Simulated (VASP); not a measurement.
# LiCaF3 (Pm-3m) in VASP: single point with LDA

Aim: the single point of LiCaF3 with LDA.

Program: VASP 6.6.1. These are calculated values, not measurements. Logs are shortened: lines on timing, memory, paths and dates and some standing lists are left out, and cuts for length are marked.

## 1. The cell of the first run

The structure is cubic, space group Pm-3m (No. 221). The conventional cell has a = 3.761 Å, b = 3.761 Å, c = 3.761 Å, α = 90.00°, β = 90.00°, γ = 90.00°. Within 2.5 Å of Li (site symmetry m-3m) lie 6 F at 1.88 Å. Ca (site symmetry m-3m) has 12 F at 2.66 Å and 8 Li at 3.26 Å within 3.5 Å. F (site symmetry 4/mmm) has 2 Li at 1.88 Å within 2.5 Å.

## 2. Single point, LDA

File INCAR:

```
PREC = Accurate
ENCUT = 520
EDIFF = 1E-6
ISMEAR = 0
SIGMA = 0.05
LREAL = False
LASPH = True
NELM = 60
ALGO = Normal
ISIF = 2
LWAVE = False
LCHARG = False
NBANDS = 25
```

File KPOINTS:

```
regular mesh
0
Gamma
  6 6 6
```

File POSCAR:

```
LiCaF3
1.0
    3.7612440000      0.0000000000      0.0000000000
    0.0000000000      3.7612440000      0.0000000000
    0.0000000000      0.0000000000      3.7612440000
Li Ca F
1 1 3
Direct
    0.5000000000      0.5000000000      0.5000000000
    0.0000000000      0.0000000000      0.0000000000
    0.0000000000      0.5000000000      0.5000000000
    0.5000000000      0.5000000000      0.0000000000
    0.5000000000      0.0000000000      0.5000000000
```

Potentials or basis: VASP PAW LDA potentials, release 64 (Li_sv, Ca_sv, F).

Command:

```console
$ cat potpaw_LDA.64/Li_sv/POTCAR potpaw_LDA.64/Ca_sv/POTCAR potpaw_LDA.64/F/POTCAR > POTCAR
$ mpirun -np 1 vasp_std > vasp.out
```

OUTCAR:

```text
PREC = Accurate
   ENCUT = 520
   EDIFF = 1E-6
   ISMEAR = 0
   LREAL = False
   LASPH = True
   NELM = 60
   ISIF = 2

 ion  position               nearest neighbor table
   1  0.500  0.500  0.500-   3 1.88   4 1.88   5 1.88   4 1.88   5 1.88   3 1.88
   2  0.000  0.000  0.000-
   3  0.000  0.500  0.500-   1 1.88   1 1.88
   4  0.500  0.500  0.000-   1 1.88   1 1.88
   5  0.500  0.000  0.500-   1 1.88   1 1.88

  LATTYP: Found a simple cubic cell.
 ALAT       =     3.7612440000

  Lattice vectors:

 A1 = (   3.7612440000,   0.0000000000,   0.0000000000)
 A2 = (   0.0000000000,   3.7612440000,   0.0000000000)
 A3 = (   0.0000000000,   0.0000000000,   3.7612440000)

Analysis of symmetry for initial positions (statically):
=====================================================================
 Subroutine PRICEL returns:
 Original cell was already a primitive cell.

 Routine SETGRP: Setting up the symmetry group for a
 simple cubic supercell.

 Subroutine GETGRP returns: Found 48 space group operations
 (whereof 48 operations were pure point group operations)
 out of a pool of 48 trial point group operations.

The static configuration has the point symmetry O_h .

Analysis of symmetry for dynamics (positions and initial velocities):
=====================================================================
 Subroutine PRICEL returns:
 Original cell was already a primitive cell.

 Routine SETGRP: Setting up the symmetry group for a
 simple cubic supercell.

 Subroutine GETGRP returns: Found 48 space group operations
 (whereof 48 operations were pure point group operations)
 out of a pool of 48 trial point group operations.

The dynamic configuration has the point symmetry O_h .

 Subroutine INISYM returns: Found 48 space group operations
 (whereof 48 operations are pure point group operations),
 and found     1 'primitive' translations

----------------------------------------------------------------------------------------

                                     Primitive cell

  volume of cell :      53.2102

  direct lattice vectors                    reciprocal lattice vectors
     3.761244000  0.000000000  0.000000000     0.265869484  0.000000000  0.000000000
     0.000000000  3.761244000  0.000000000     0.000000000  0.265869484  0.000000000
     0.000000000  0.000000000  3.761244000     0.000000000  0.000000000  0.265869484

  length of vectors
     3.761244000  3.761244000  3.761244000     0.265869484  0.265869484  0.265869484

  position of ions in fractional coordinates (direct lattice)
     0.500000000  0.500000000  0.500000000
     0.000000000  0.000000000  0.000000000
     0.000000000  0.500000000  0.500000000
     0.500000000  0.500000000  0.000000000
     0.500000000  0.000000000  0.500000000

  ion indices of the primitive-cell ions
   primitive index   ion index
                 1           1
                 2           2
                 3           3
                 4           4
                 5           5

----------------------------------------------------------------------------------------

 KPOINTS: regular mesh

Automatic generation of k-mesh.
 Grid dimensions read from file:
 generate k-points for:    6    6    6

 Generating k-lattice:

  Cartesian coordinates                     Fractional coordinates (reciprocal lattice)
     0.044311581  0.000000000  0.000000000     0.166666667  0.000000000  0.000000000
     0.000000000  0.044311581  0.000000000     0.000000000  0.166666667  0.000000000
     0.000000000  0.000000000  0.044311581     0.000000000  0.000000000  0.166666667

  Length of vectors
     0.044311581  0.044311581  0.044311581

  Shift w.r.t. Gamma in fractional coordinates (k-lattice)
     0.000000000  0.000000000  0.000000000

 Subroutine IBZKPT returns following result:
 ===========================================

 Found     20 irreducible k-points:

 Following reciprocal coordinates:
            Coordinates               Weight
  0.000000  0.000000  0.000000      1.000000
  0.166667  0.000000  0.000000      6.000000
  0.333333  0.000000  0.000000      6.000000
  0.500000  0.000000  0.000000      3.000000
  0.166667  0.166667  0.000000     12.000000
  0.333333  0.166667  0.000000     24.000000
[... 12 lines left out ...]
  0.500000  0.500000  0.333333      6.000000
  0.500000  0.500000  0.500000      1.000000
   k-points           NKPTS =     20   k-points in BZ     NKDIM =     20   number of bands    NBANDS=     25
   number of dos      NEDOS =    301   number of ions     NIONS =      5
   total plane-waves  NPLWV =  21952
   dimension x,y,z NGX =    28 NGY =   28 NGZ =   28
   dimension x,y,z NGXF=    56 NGYF=   56 NGZF=   56
   ions per type =               1   1   3
   NGX,Y,Z   is equivalent  to a cutoff of  12.38, 12.38, 12.38 a.u.
   NGXF,Y,Z  is equivalent  to a cutoff of  24.75, 24.75, 24.75 a.u.
 SYSTEM =  unknown system
   PREC   = accura    normal or accurate (medium, high low for compatibility)
   ISTART =      0    job   : 0-new  1-cont  2-samecut
   ICHARG =      2    charge: 1-file 2-atom 10-const
   ISPIN  =      1    spin polarized calculation?
   LNONCOLLINEAR =      F non collinear calculations
   LSORBIT =      F    spin-orbit coupling
   LASPH  =      T    aspherical Exc in radial PAW
   ENCUT  =  520.0 eV  38.22 Ry    6.18 a.u.   6.99  6.99  6.99*2*pi/ulx,y,z
   NELM   =     60;   NELMIN=  2; NELMDL= -5     # of ELM steps
   EDIFF  = 0.1E-05   stopping-criterion for ELM
   LREAL  =      F    real-space projection
   EDIFFG = 0.1E-04   stopping-criterion for IOM
   NSW    =      0    number of steps for IOM
   IBRION =     -1    ionic relax: 0-MD 1-quasi-New 2-CG
   NFREE  =      0    steps in history (QN), initial steepest desc. (CG)
   ISIF   =      2    stress and relaxation
   ISYM   =      2    0-nonsym 1-usesym 2-fastsym
   POTIM  = 0.5000    time-step for ionic-motion
   TEBEG  =    0.0;   TEEND  =   0.0 temperature during run
   PSTRESS=    0.0 pullay stress
   NELECT =      34.0000    total number of electrons
   NUPDOWN=      -1.0000    fix difference up-down
   EMIN   =  10.00;   EMAX   =-10.00  energy-range for DOS
   EFERMI =   0.00;   METHOD = LEGACY
   ISMEAR =     0;   SIGMA  =   0.05  broadening in eV -4-tet -1-fermi 0-gaus
   EFERMI_NEDOS =   21; number of points for ismear=-14 and -15
   IALGO  =     38    algorithm
   IMIX   =      4    mixing-type and parameters
     AMIX     =   0.40;   BMIX     =  1.00
     AMIX_MAG =   1.60;   BMIX_MAG =  1.00
  volume/ion in A,a.u.               =      10.64        71.82
  Fermi-wavevector in a.u.,A,eV,Ry     =   1.410056  2.664619 27.051883  1.988257
  Thomas-Fermi vector in A             =   2.532049
   LORBIT       =      0    0 simple, 1 ext, 2 COOP (PROOUT), +10 PAW based schemes
   GGA     = CA    functional components
   LHFCALC =     F    Hartree Fock is set to
   AEXX    =    0.0000 exact exchange contribution
   IVDW    =     0    specifies the selected vdW correction
   LEPSILON=     F    determine dielectric tensor
   LRPA    =     F    only Hartree local field effects (RPA)
 non-spin polarized calculation
 Gauss-broadening in eV      SIGMA  =   0.05
  energy-cutoff  :      520.00
  volume of cell :       53.21
 maximum number of plane-waves:      1472
 NGX is ok and might be reduce to    28
   NGX = 13   NGY = 13   NGZ = 13

 number of electron      33.9999946 magnetization

 Free energy of the ion-electron system (eV)
  ---------------------------------------------------
  ext. energy  EPLUGINS =         0.00000000
  ---------------------------------------------------
  free energy    TOTEN  =       -28.58814707 eV

  energy without entropy =      -28.58814707  energy(sigma->0) =      -28.58814707

 E-fermi :   0.0986     XC(G=0): -10.9775

 val. band max:       -0.2788588740   @ k =   0.5000   0.5000   0.5000
 cond. band min:       6.0673953508   @ k =   0.0000   0.0000   0.0000
 fundamental gap:      6.3462542248
 Fermi energy:         0.0985885263

 k-point     1 :       0.0000    0.0000    0.0000
  band No.  band energies     occupation
      1     -39.3504      2.00000
      2     -37.4179      2.00000
      3     -20.1740      2.00000
      4     -19.1992      2.00000
      5     -19.1992      2.00000
      6     -18.6349      2.00000
[... 17 lines left out ...]
     24      16.8347      0.00000
     25      16.8347      0.00000

 k-point     2 :       0.1667    0.0000    0.0000
  band No.  band energies     occupation
      1     -39.3492      2.00000
      2     -37.4154      2.00000
      3     -20.1943      2.00000
      4     -19.3485      2.00000
      5     -19.1946      2.00000
      6     -18.6302      2.00000
[... 17 lines left out ...]
     24      15.4089      0.00000
     25      16.7988      0.00000

 k-point     3 :       0.3333    0.0000    0.0000
  band No.  band energies     occupation
      1     -39.3468      2.00000
      2     -37.4106      2.00000
      3     -20.2382      2.00000
      4     -19.5456      2.00000
      5     -19.1835      2.00000
      6     -18.6209      2.00000
[... 17 lines left out ...]
     24      12.9792      0.00000
     25      16.7097      0.00000

 k-point     4 :       0.5000    0.0000    0.0000
  band No.  band energies     occupation
      1     -39.3456      2.00000
      2     -37.4081      2.00000
      3     -20.2617      2.00000
      4     -19.6215      2.00000
      5     -19.1780      2.00000
      6     -18.6162      2.00000
[... 17 lines left out ...]
     24      10.7008      0.00000
     25      16.6514      0.00000
[... 365 lines left out ...]
 k-point    18 :       0.5000    0.3333    0.3333
  band No.  band energies     occupation
      1     -39.3393      2.00000
      2     -37.3942      2.00000
      3     -19.8151      2.00000
      4     -19.7219      2.00000
      5     -19.4896      2.00000
      6     -18.7044      2.00000
[... 17 lines left out ...]
     24      12.8349      0.00000
     25      13.7326      0.00000

 k-point    19 :       0.5000    0.5000    0.3333
  band No.  band energies     occupation
      1     -39.3382      2.00000
      2     -37.3920      2.00000
      3     -19.6826      2.00000
      4     -19.6826      2.00000
      5     -19.5721      2.00000
      6     -18.7005      2.00000
[... 17 lines left out ...]
     24      13.3232      0.00000
     25      13.3232      0.00000

 k-point    20 :       0.5000    0.5000    0.5000
  band No.  band energies     occupation
      1     -39.3373      2.00000
      2     -37.3898      2.00000
      3     -19.5880      2.00000
      4     -19.5880      2.00000
      5     -19.5880      2.00000
      6     -18.7337      2.00000
[... 17 lines left out ...]
     24      14.0340      0.00000
     25      14.0340      0.00000

------------------------ aborting loop because EDIFF is reached ----------------------------------------

  FORCE on cell =-STRESS in cart. coord.  units (eV):
  Direction    XX          YY          ZZ          XY          YZ          ZX
  --------------------------------------------------------------------------------------
  -------------------------------------------------------------------------------------
  Total       -3.1303417     -3.1303417     -3.1303417      0.0000000     -0.0000000      0.0000000
  in kB      -94.2557391    -94.2557391    -94.2557391      0.0000000     -0.0000000      0.0000000
  external PRESSURE =     -94.2557391 kB  Pullay stress =       0.0000000 kB

 VOLUME and BASIS-vectors are now :
 -----------------------------------------------------------------------------
  energy-cutoff  :      520.00
  volume of cell :       53.21
      direct lattice vectors                 reciprocal lattice vectors
     3.761244000  0.000000000  0.000000000     0.265869484  0.000000000  0.000000000
     0.000000000  3.761244000  0.000000000     0.000000000  0.265869484  0.000000000
     0.000000000  0.000000000  3.761244000     0.000000000  0.000000000  0.265869484

 POSITION                                       TOTAL-FORCE (eV/Angst)
 -----------------------------------------------------------------------------------
      1.88062      1.88062      1.88062         0.000000      0.000000      0.000000
      0.00000      0.00000      0.00000         0.000000      0.000000      0.000000
      0.00000      1.88062      1.88062         0.000000      0.000000      0.000000
      1.88062      1.88062      0.00000         0.000000      0.000000      0.000000
      1.88062      0.00000      1.88062         0.000000      0.000000      0.000000
 -----------------------------------------------------------------------------------
    total drift:                                0.000000      0.000000      0.000000

  FREE ENERGIE OF THE ION-ELECTRON SYSTEM (eV)
  ---------------------------------------------------
  free  energy   TOTEN  =       -28.5881470716 eV

  energy  without entropy=      -28.5881470716  energy(sigma->0) =      -28.58814707
```

It took 20 s on 1 thread of AMD EPYC 7R43 (Zen 3), shared host; peak memory 0.12 GiB.

What came out:

```yaml
Free_energy: -28.5881 eV
Band_gap_on_the_k_mesh: 6.35 eV, indirect (least direct gap 6.47 eV)
```

Caveat: the cutoff is under 1.25 times the usual one of these potentials, so pressure, stress and relaxed cells hold a basis-set (Pulay) error.
